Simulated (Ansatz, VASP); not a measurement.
# Two plane-wave programs on Zn

The input INCAR:

```
SYSTEM = Zn
ALGO = Fast
EDIFF = 1E-6
ENCUT = 520
GGA = PE
ISIF = 2
ISMEAR = 0
LASPH = .True.
LCHARG = .False.
LREAL = .False.
LWAVE = .False.
NBANDS = 12
NELM = 60
PREC = Accurate
SIGMA = 0.15
```

The input KPOINTS:

```
k-points
0
Gamma
  22 22 22
  0 0 0
```

POSCAR

```
Zn
1.0
    0.0000000000      1.7505045397      2.4752134191
    1.7505045397      0.0000000000      2.4752134191
    1.7505045397      1.7505045397      0.0000000000
Zn
1
Direct
    0.0000000000      0.0000000000      0.0000000000
```

Input for Ansatz:

```yaml
crystal:
  lattice:
    - [0.0, 1.7505045397, 2.4752134191]
    - [1.7505045397, 0.0, 2.4752134191]
    - [1.7505045397, 1.7505045397, 0.0]
  atoms:
    - { symbol: Zn, position: [0.0, 0.0, 0.0] }
basis:
  ecutwfc: 420
kpoints:
  mp_grid: { grid: [22, 22, 22] }
hamiltonian:
  xc: pbe
scf:
  occupations: { method: gaussian, width: 0.15 }
output:
  forces: true
  stress: true
  eigenvalues: true
```

Alike in both runs: task single point; functional PBE; k mesh 22 × 22 × 22; occupations gaussian, width 0.15 eV; no spin polarisation.

```csv
,VASP,Ansatz
version,VASP 6.6.1,Ansatz 0.2.0
potentials or method,"VASP PAW PBE potentials, release 64 (Zn), cutoff 520 eV","scalar-relativistic, plane waves, PAW"
valence electrons in the cell,12,12
```

VASP gave:

```
gap on the k mesh at the Fermi level (eV)                     : none
pressure (GPa)                                                : 7.0
traceless stress, the component that is largest in VASP (GPa) : -8.59
```

Problem. Which values does Ansatz return?

Solution. gap on the k mesh at the Fermi level (eV): none; pressure (GPa): 6.7; traceless stress, the component that is largest in VASP (GPa): -8.36.

A gap of «none» marks a metal or a gap that the smearing closes.
